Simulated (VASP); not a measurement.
# Si4HC4 in VASP: a series of runs

Runs on Si4HC4. Level: PBE. Tasks: single point.

Program: VASP 6.6.1. These are calculated values, not measurements. Logs are shortened: lines on timing, memory, paths and dates and some standing lists are left out, and cuts for length are marked.

## 1. The cell of the first run

The cell holds a slab with vacuum, 9 atoms: a = 3.097 Å, b = 4.379 Å, c = 20.133 Å, α = 90.00°, β = 90.00°, γ = 90.00°.

## 2. Single point, PBE, collinear spin

The input, INCAR:

```
SYSTEM = Si4HC4
PREC = Accurate ; ENCUT = 520
EDIFF = 1E-6 ; ISMEAR = 0
SIGMA = 0.05 ; LREAL = .False.
LASPH = .True. ; NELM = 200
ALGO = Normal ; ISIF = 2
LWAVE = .False. ; LCHARG = .True.
ISPIN = 2 ; MAGMOM = 0 0 0 0 0 0 0 0 1
LORBIT = 11 ; LDIPOL = .True.
IDIPOL = 3 ; DIPOL = 0.5 0.5 0.330
GGA = PE ; LELF = .True.
LVHAR = .True. ; LVACPOTAV = .True.
NBANDS = 30 ; GGA_COMPAT = .False.
NELMDL = -8
```

The input, KPOINTS:

```
Automatic mesh
0
Gamma
  9 6 1
  0 0 0
```

The input, POSCAR:

```
Si4HC4
1.0
    3.0967389835      0.0000000000      0.0000000000
    0.0000000000      4.3794502696      0.0000000000
    0.0000000000      0.0000000000     20.1332068295
Si C H
4 4 1
Direct
    0.5000000000      0.5000000000      0.1986767450
    0.0000000000      0.0000000000      0.2755829977
    0.5000000000      0.4971400051      0.3554907352
    0.0000000000      0.9498903695      0.4168952500
    0.0000000000      0.2500000000      0.1986767450
    0.5000000000      0.7500000000      0.2755829977
    0.0000000000      0.2559423864      0.3541649037
    0.5000000000      0.7547379437      0.4288043580
    0.6666666667      1.5880712770      0.4656696645
```

Potentials or basis: VASP PAW PBE potentials, release 64 (Si, C, H).

Command:

```
$ cat potpaw_PBE.64/Si/POTCAR potpaw_PBE.64/C/POTCAR potpaw_PBE.64/H/POTCAR > POTCAR
$ mpirun -np 1 vasp_std > vasp.out
```

OUTCAR:

```text
SYSTEM = Si4HC4
   PREC = Accurate
   ENCUT = 520
   EDIFF = 1E-6
   ISMEAR = 0
   LREAL = .False.
   LASPH = .True.
   NELM = 200
   ISIF = 2
   ISPIN = 2
   LORBIT = 11
   GGA = PE
   NELMDL = -8

 ion  position               nearest neighbor table
   1  0.500  0.500  0.199-   5 1.90   5 1.90   6 1.90   2 3.10   2 3.10   2 3.10   2 3.10
   2  0.000  0.000  0.276-   6 1.90   6 1.90   5 1.90   7 1.94   4 2.85   1 3.10   1 3.10   1 3.10
                             1 3.10   3 3.12   3 3.12   3 3.14   3 3.14
   3  0.500  0.497  0.355-   8 1.86   7 1.87   7 1.87   6 1.95   4 2.80   4 2.80   4 3.11   4 3.11
                             2 3.12   2 3.12   2 3.14   2 3.14
   4  0.000  0.950  0.417-   8 1.78   8 1.78   7 1.84   3 2.80   3 2.80   2 2.85   3 3.11   3 3.11

   5  0.000  0.250  0.199-   1 1.90   1 1.90   2 1.90
   6  0.500  0.750  0.276-   2 1.90   2 1.90   1 1.90   3 1.95
   7  0.000  0.256  0.354-   4 1.84   3 1.87   3 1.87   2 1.94
   8  0.500  0.755  0.429-   9 1.16   4 1.78   4 1.78   3 1.86
   9  0.667  0.588  0.466-   8 1.16

  LATTYP: Found a simple orthorhombic cell.
 ALAT       =     3.0967389835
 B/A-ratio  =     1.4142135624
 C/A-ratio  =     6.5014219593

  Lattice vectors:

 A1 = (   3.0967389835,   0.0000000000,   0.0000000000)
 A2 = (   0.0000000000,   4.3794502696,   0.0000000000)
 A3 = (   0.0000000000,   0.0000000000,  20.1332068295)

Analysis of symmetry for initial positions (statically):
=====================================================================
 Subroutine PRICEL returns:
 Original cell was already a primitive cell.

 Routine SETGRP: Setting up the symmetry group for a
 simple orthorhombic supercell.

 Subroutine GETGRP returns: Found  1 space group operations
 (whereof  1 operations were pure point group operations)
 out of a pool of  8 trial point group operations.

The static configuration has the point symmetry C_1 .

Analysis of symmetry for dynamics (positions and initial velocities):
=====================================================================
 Subroutine PRICEL returns:
 Original cell was already a primitive cell.

 Routine SETGRP: Setting up the symmetry group for a
 simple orthorhombic supercell.

 Subroutine GETGRP returns: Found  1 space group operations
 (whereof  1 operations were pure point group operations)
 out of a pool of  8 trial point group operations.

The dynamic configuration has the point symmetry C_1 .

Analysis of structural, dynamic, and magnetic symmetry:
=====================================================================
 Subroutine PRICEL returns:
 Original cell was already a primitive cell.

 Routine SETGRP: Setting up the symmetry group for a
 simple orthorhombic supercell.

 Subroutine GETGRP returns: Found  1 space group operations
 (whereof  1 operations were pure point group operations)
 out of a pool of  8 trial point group operations.

The overall configuration has the point symmetry C_1 .

 Subroutine INISYM returns: Found  1 space group operations
 (whereof  1 operations are pure point group operations),
 and found     1 'primitive' translations

----------------------------------------------------------------------------------------

                                     Primitive cell

  volume of cell :     273.0468

  direct lattice vectors                    reciprocal lattice vectors
     3.096738983  0.000000000  0.000000000     0.322920338  0.000000000  0.000000000
     0.000000000  4.379450270  0.000000000     0.000000000  0.228339161  0.000000000
     0.000000000  0.000000000 20.133206830     0.000000000  0.000000000  0.049669186

  length of vectors
     3.096738983  4.379450270 20.133206830     0.322920338  0.228339161  0.049669186

  position of ions in fractional coordinates (direct lattice)
     0.500000000  0.500000000  0.198676745
     0.000000000  0.000000000  0.275582998
     0.500000000  0.497140005  0.355490735
     0.000000000  0.949890369  0.416895250
     0.000000000  0.250000000  0.198676745
     0.500000000  0.750000000  0.275582998
     0.000000000  0.255942386  0.354164904
     0.500000000  0.754737944  0.428804358
     0.666666667  0.588071277  0.465669664

  ion indices of the primitive-cell ions
   primitive index   ion index
                 1           1
                 2           2
                 3           3
                 4           4
                 5           5
                 6           6
                 7           7
                 8           8
                 9           9

[... 71 lines left out ...]
   EDIFF  = 0.1E-05   stopping-criterion for ELM
   LREAL  =      F    real-space projection
   EDIFFG = 0.1E-04   stopping-criterion for IOM
   NSW    =      0    number of steps for IOM
   IBRION =     -1    ionic relax: 0-MD 1-quasi-New 2-CG
   NFREE  =      0    steps in history (QN), initial steepest desc. (CG)
   ISIF   =      2    stress and relaxation
   ISYM   =      2    0-nonsym 1-usesym 2-fastsym
   POTIM  = 0.5000    time-step for ionic-motion
   TEBEG  =    0.0;   TEEND  =   0.0 temperature during run
   PSTRESS=    0.0 pullay stress
   NELECT =      33.0000    total number of electrons
   NUPDOWN=      -1.0000    fix difference up-down
   EMIN   =  10.00;   EMAX   =-10.00  energy-range for DOS
   EFERMI =   0.00;   METHOD = LEGACY
   ISMEAR =     0;   SIGMA  =   0.05  broadening in eV -4-tet -1-fermi 0-gaus
   EFERMI_NEDOS =   21; number of points for ismear=-14 and -15
   IALGO  =     38    algorithm
   IMIX   =      4    mixing-type and parameters
     AMIX     =   0.40;   BMIX     =  1.00
     AMIX_MAG =   1.60;   BMIX_MAG =  1.00
  volume/ion in A,a.u.               =      30.34       204.73
  Fermi-wavevector in a.u.,A,eV,Ry     =   0.809407  1.529558  8.913722  0.655140
  Thomas-Fermi vector in A             =   1.918392
   LORBIT       =     11    0 simple, 1 ext, 2 COOP (PROOUT), +10 PAW based schemes
   GGA     = PE    functional components
   LHFCALC =     F    Hartree Fock is set to
   AEXX    =    0.0000 exact exchange contribution
   IVDW    =     0    specifies the selected vdW correction
   LEPSILON=     F    determine dielectric tensor
   LRPA    =     F    only Hartree local field effects (RPA)
 spin polarized calculation
 Gauss-broadening in eV      SIGMA  =   0.05
  energy-cutoff  :      520.00
  volume of cell :      273.05
 maximum number of plane-waves:      7424
 NGX is ok and might be reduce to    24
   NGX = 11   NGY = 17   NGZ = 75

 dipolmoment           0.000000      0.000000      0.124359 electrons x Angstroem

 number of electron      32.9999997 magnetization       0.5546479

 dipolmoment           0.000000      0.000000     -0.157087 electrons x Angstroem

 Free energy of the ion-electron system (eV)
  ---------------------------------------------------
  ext. energy  EPLUGINS =         0.00000000
  ---------------------------------------------------
  free energy    TOTEN  =       -58.22338856 eV

  energy without entropy =      -58.21910560  energy(sigma->0) =      -58.22124708

 E-fermi :   0.3278     XC(G=0):  -4.4618

 val. band max:        0.3262308027   @ k =   0.2222   0.5000   0.0000
 cond. band min:       0.3284671622   @ k =   0.4444  -0.3333   0.0000
 fundamental gap:      0.0022363595
 Fermi energy:         0.3278491530

 spin component 1

 k-point     1 :       0.0000    0.0000    0.0000
  band No.  band energies     occupation
      1     -16.7752      1.00000
      2     -14.6648      1.00000
      3     -12.8411      1.00000
      4     -11.0404      1.00000
      5      -9.1125      1.00000
      6      -8.0208      1.00000
[... 733 lines left out ...]
     27       5.8935      0.00000
     28       6.0369      0.00000

 [... further k-points ...]

 spin component 2

 k-point     1 :       0.0000    0.0000    0.0000
  band No.  band energies     occupation
      1     -16.7274      1.00000
      2     -14.6299      1.00000
      3     -12.8114      1.00000
      4     -11.0214      1.00000
      5      -9.0523      1.00000
      6      -7.9716      1.00000
[... 733 lines left out ...]
     27       5.9893      0.00000
     28       6.1399      0.00000

 [... further k-points ...]

 [bands above 28 left out]

------------------------ aborting loop because EDIFF is reached ----------------------------------------

  FORCE on cell =-STRESS in cart. coord.  units (eV):
  Direction    XX          YY          ZZ          XY          YZ          ZX
  --------------------------------------------------------------------------------------
  -------------------------------------------------------------------------------------
  Total        2.4996090     -1.1152842     -0.1111692      1.9816449      3.2429076     -1.5254413
  in kB       14.6671424     -6.5442361     -0.6523156     11.6278457     19.0286510     -8.9509458
  external PRESSURE =       2.4901969 kB  Pullay stress =       0.0000000 kB

 VOLUME and BASIS-vectors are now :
 -----------------------------------------------------------------------------
  energy-cutoff  :      520.00
  volume of cell :      273.05
      direct lattice vectors                 reciprocal lattice vectors
     3.096738983  0.000000000  0.000000000     0.322920338  0.000000000  0.000000000
     0.000000000  4.379450270  0.000000000     0.000000000  0.228339161  0.000000000
     0.000000000  0.000000000 20.133206830     0.000000000  0.000000000  0.049669186

 POSITION                                       TOTAL-FORCE (eV/Angst)
 -----------------------------------------------------------------------------------
      1.54837      2.18973      4.00000         0.011303     -2.696605      1.073676
      0.00000      0.00000      5.54837        -0.003846      0.286457     -1.806606
      1.54837      2.17720      7.15717        -0.081688      0.030546     -2.515460
      0.00000      4.16000      8.39344         0.057600      2.129777      0.286308
      0.00000      1.09486      4.00000        -0.019242      1.658176      0.154868
      1.54837      3.28459      5.54837         0.003215      0.512357      0.979410
      0.00000      1.12089      7.13048         0.269458     -0.628539      0.397532
      1.54837      3.30534      8.63321         1.467880     -1.973786      1.408933
      2.06449      2.57543      9.37542        -1.704680      0.681617      0.021340
 -----------------------------------------------------------------------------------
    total drift:                               -0.000022     -0.000066     -0.000013

  FREE ENERGIE OF THE ION-ELECTRON SYSTEM (eV)
  ---------------------------------------------------
  free  energy   TOTEN  =       -58.2233885647 eV

  energy  without entropy=      -58.2191056008  energy(sigma->0) =      -58.22124708

 vacuum level on the upper side and lower side of the slab         3.192         5.287

 total charge

# of ion       s       p       d       tot
------------------------------------------
    1        0.747   0.857   0.000   1.604
    2        0.708   0.917   0.000   1.626
    3        0.709   0.958   0.000   1.667
    4        0.737   1.016   0.000   1.752
    5        0.862   1.521   0.000   2.383
    6        0.843   1.652   0.000   2.494
    7        0.849   1.686   0.000   2.535
    8        0.847   1.756   0.000   2.603
    9        0.561   0.041   0.000   0.602
--------------------------------------------------
tot          6.863  10.403   0.000  17.266

 magnetization (x)

# of ion       s       p       d       tot
------------------------------------------
    1        0.029   0.084   0.000   0.113
    2        0.005   0.003   0.000   0.008
    3        0.006   0.008   0.000   0.014
    4        0.011   0.062   0.000   0.073
    5       -0.001  -0.023   0.000  -0.024
    6        0.002   0.003   0.000   0.005
    7        0.002   0.007   0.000   0.009
    8        0.002   0.007   0.000   0.009
    9        0.002   0.000   0.000   0.002
--------------------------------------------------
tot          0.058   0.151   0.000   0.209
```

Run time: 18 min. Hardware: 1 thread of Oxide Virtual Turin-like, shared host; peak memory 0.62 GiB.

What came out:

```yaml
Free_energy: -58.2234 eV
Largest_force: 2.903 eV/Å
Net_moment: 0.55 μB per cell
Site_moments: Si +0.11, +0.01, +0.07 (each value once); C -0.02, +0.01 (each value once); H +0.00 μB
Valence_electrons_inside_the_program's_atomic_spheres: Si 1.60, 1.63, 1.67, 1.75; C 2.38, 2.49, 2.54, 2.60; H 0.60
```

Forces on the atoms (eV/Å):
```
Si   0.011 -2.697  1.074
Si  -0.004  0.286 -1.807
Si  -0.082  0.031 -2.515
Si   0.058  2.130  0.286
C   -0.019  1.658  0.155
C    0.003  0.512  0.979
C    0.269 -0.629  0.398
C    1.468 -1.974  1.409
H   -1.705  0.682  0.021
```

Caveat: a moment this small can come from the mesh or the smearing.

(Part 1 of 2 ends here.)
